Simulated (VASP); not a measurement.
The system is C.

```xyz
12
Lattice="2.5221 0.0000 0.0000 -1.2611 2.1842 0.0000 0.0000 0.0000 12.3557" Properties=species:S:1:pos:R:3 pbc="T T T"
C     1.2611    0.7281    4.3760
C     0.0000    1.4561   10.5539
C     1.2611    0.7281    1.8018
C     0.0000    1.4561    7.9797
C     1.2611    0.7281    5.9205
C     0.0000    1.4561   12.0983
C     1.2611    0.7281    0.2574
C     0.0000    1.4561    6.4352
C     0.0000    0.0000   10.0390
C     0.0000    0.0000    3.8612
C     0.0000    0.0000    8.4945
C     0.0000    0.0000    2.3167
```

Base run:

| Property | Result |
| --- | --- |
| Program | VASP 6.6.1 |
| Functional | PBE |
| Potentials or basis | VASP PAW PBE potentials, release 64 (C) |
| Cutoff | 520 eV |
| k mesh | 12 × 12 × 3 |
| Occupations | fermi-dirac, width 0.05 eV |
| Spin | no spin polarisation |

Its results: band gap on the k mesh 4.38 eV, indirect (least direct gap 5.30 eV); pressure 2.7 GPa; largest force 0.332 eV/Å.

After a change of settings the same cell gave: band gap on the k mesh 4.26 eV, indirect (least direct gap 5.24 eV); pressure -3.5 GPa; largest force 0.340 eV/Å. Which change was it?
A. functional from PBE to revPBE
B. functional from PBE to PBEsol
C. further incar settings from ALGO = Normal; EDIFF = 1e-06; NBANDS = 36 to ALGO = Normal; EDIFF = 1e-07; NBANDS = 36
D. functional from PBE to RPBE

B.

PBEsol binds more tightly than PBE, so the same cell stands under less pressure.

Caveats: the PAW data sets were made with another functional, which shifts forces and pressure a little (some runs).
